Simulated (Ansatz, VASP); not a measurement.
**One calculation of PbS, two programs**

```
CELL_PARAMETERS angstrom
0.00000 3.00402 3.00402
3.00402 0.00000 3.00402
3.00402 3.00402 0.00000
ATOMIC_POSITIONS crystal
Pb 0.00000 0.00000 0.00000
S 0.50000 0.50000 0.50000
```

Change from the starting cell: volume scaled by 1.04.

Alike in both runs: task single point; functional LDA; k mesh 8 × 8 × 8; occupations fermi-dirac, width 0.01 eV; no spin polarisation.

```csv
,VASP,Ansatz
version,VASP 6.6.1,Ansatz 0.2.0
potentials or method,"VASP PAW LDA potentials, release 64 (Pb_d, S), cutoff 520 eV","all-electron LAPW, scalar-relativistic"
```

Ansatz gave:

```
pressure (GPa) : -4.5
```

Question: What did VASP give for the same quantities?

Answer: Pressure (GPa): -4.4.

LDA's correlation is that of Perdew and Zunger in VASP and of Perdew and Wang (1992) in Ansatz. Ansatz ran all-electron here, and VASP with PAW potentials.

Spin-orbit coupling is off throughout.
